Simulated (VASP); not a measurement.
Crystal: La2MgAl3.

```xyz
6
Lattice="2.9487 1.7024 4.7117 -2.9487 1.7024 4.7117 0.0000 -3.4049 4.7117" Properties=species:S:1:pos:R:3 pbc="T T T"
Al   -1.4743    0.8512    2.3558
Al    1.4743    0.8512    2.3558
Al    0.0000   -1.7024    2.3558
La    0.0000    0.0000    8.7479
La    0.0000    0.0000    5.3872
Mg    0.0000    0.0000    0.0000
```

```yaml
Program: VASP 6.6.1
Task: relaxation of cell and atoms
Functional: PBEsol
Potentials_or_basis: VASP PAW PBE potentials, release 64 (Al, La, Mg)
Cutoff: 600 eV
k_mesh: 6 × 6 × 6
Occupations: gaussian, width 0.05 eV
Spin: no spin polarisation
```

At the start: pressure -2.1 GPa; volume 23.65 Å³/atom.

Problem. Where does the relaxation end?

Solution. Over 7 steps the energy falls by 5.8 meV/atom and the volume is 22.81 Å³/atom (-3.6 %); space group R-3m (No. 166, to 0.1 Å) before and after.

The path:
| step | energy change (eV) | largest force (eV/Å) | pressure (GPa) | volume (Å³) |
| --- | --- | --- | --- | --- |
| 1 | 0.0000 | 0.0554 | -2.10 | 141.91 |
| 2 | -0.0316 | 0.0429 | 0.61 | 135.63 |
| 3 | -0.0340 | 0.0451 | 0.02 | 136.91 |
| 4 | -0.0340 | 0.0451 | -0.03 | 137.00 |
| 5 | -0.0342 | 0.0363 | -0.04 | 137.01 |
| 6 | -0.0344 | 0.0184 | -0.04 | 137.01 |
| 7 | -0.0345 | 0.0090 | 0.03 | 136.85 |

Final structure:
```
Al La Mg
1.0
     2.90996    1.68007    4.66526
    -2.90996    1.68007    4.66526
     0.00000   -3.36014    4.66526
Al La Mg
3 2 1
Direct
  0.00000 0.50000 0.00000
  0.50000 0.00000 0.00000
  0.00000 0.00000 0.50000
  0.61964 0.61964 0.61964
  0.38036 0.38036 0.38036
  0.00000 0.00000 0.00000
```

Caveat: the PAW data sets were made with another functional, which shifts forces and pressure a little.
